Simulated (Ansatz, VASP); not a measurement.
One calculation of CdTe, two programs

```
Te Cd
1.0
     0.00000    3.20500    3.20500
     3.20500    0.00000    3.20500
     3.20500    3.20500    0.00000
Te Cd
1 1
Cartesian
  4.8075 4.8075 4.8075
  0.0000 0.0000 0.0000
```

Alike in both runs: task single point; functional PBE; k mesh 4 × 4 × 4; occupations fermi-dirac, width 0.02 eV; no spin polarisation.

|  | VASP | Ansatz |
| --- | --- | --- |
| version | VASP 6.6.1 | Ansatz 0.2.0 |
| potentials or method | VASP PAW PBE potentials, release 64 (Te, Cd), cutoff 520 eV | all-electron LAPW, scalar-relativistic |

VASP gave:

```
gap on the k mesh at the Fermi level (eV) : 0.86
least direct gap on the mesh (eV)         : 0.86
pressure (GPa)                            : 4.6
```

**Question.** Estimate Ansatz's values.

**Answer.** gap on the k mesh at the Fermi level (eV): 0.86; least direct gap on the mesh (eV): 0.86; pressure (GPa): 4.5.

Ansatz ran all-electron here, and VASP with PAW potentials.

The k mesh is coarse, so the values compare programs but aren't converged. Neither program's run includes spin-orbit coupling.
